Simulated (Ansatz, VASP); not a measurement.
# Ag: VASP beside Ansatz

```xyz
1
Lattice="-1.6557 1.6557 1.7177 1.6557 -1.6557 1.7177 1.6557 1.6557 -1.7177" Properties=species:S:1:pos:R:3 pbc="T T T"
Ag    0.0000    0.0000    0.0000
```

Change from the starting cell: strain +0.0375 x Voigt [0, 0, 1, 0, 0, 0], atoms carried along.

Alike in both runs: task single point; functional PBEsol; k mesh 20 × 20 × 20; occupations gaussian, width 0.15 eV; no spin polarisation.

|  | VASP | Ansatz |
| --- | --- | --- |
| version | VASP 6.6.1 | Ansatz 0.2.0 |
| potentials or method | VASP PAW PBE potentials, release 64 (Ag), cutoff 520 eV | scalar-relativistic, plane waves, PAW |
| valence electrons in the cell | 11 | 19 |

```csv
,VASP,Ansatz,Ansatz less VASP
gap on the k mesh at the Fermi level (eV),none,none,-
pressure (GPa),-9.6,-9.6,+0.03
"traceless stress, the component that is largest in VASP (GPa)",0.30,0.31,+0.007
```

VASP's potentials were made for PBE, not for PBEsol. A gap of «none» marks a metal or a gap that the smearing closes. The functional is the same, so the differences come from potentials, cutoffs and numerics. VASP's potentials hold 11 valence electrons a cell and Ansatz's 19, so a difference there can come from the potentials and not from the codes.
